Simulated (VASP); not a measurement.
The system is SnSe2.

```
Sn Se
1.0
     3.81100    0.00000    0.00000
    -1.90550    3.30042    0.00000
     0.00000    0.00000    6.13600
Sn Se
1 2
Direct
  0.00000 0.00000 0.00000
  0.66667 0.33333 0.75100
  0.33333 0.66667 0.24900
```

Base run:

* Program: VASP 6.6.1
* Functional: PBE-based screened hybrid with 10 % exact exchange
* Potentials or basis: VASP PAW PBE potentials, release 64 (Sn_d, Se)
* Cutoff: 400 eV
* k mesh: 5 × 5 × 3
* Occupations: fermi-dirac, width 0.05 eV
* Spin: no spin polarisation

Its results: band gap on the k mesh 1.07 eV (least direct gap 1.40 eV); pressure 4.5 GPa; largest force 0.571 eV/Å.

Problem. The run is repeated on the same cell with these changes: functional from PBE-based screened hybrid with 10 % exact exchange to PBE-based screened hybrid with 50 % exact exchange; share of exact exchange from 0.1 to 0.5. What comes out?

Solution. Band gap on the k mesh 2.37 eV (least direct gap 2.87 eV); pressure -0.2 GPa; largest force 0.165 eV/Å.

Caveats: the PAW data sets were made with another functional, which shifts forces and pressure a little; spin-orbit coupling is left out, which moves the levels of the heavy elements; an odd mesh through Γ misses points on the zone boundary, where band edges can lie; the cell stands under pressure (at least some runs).
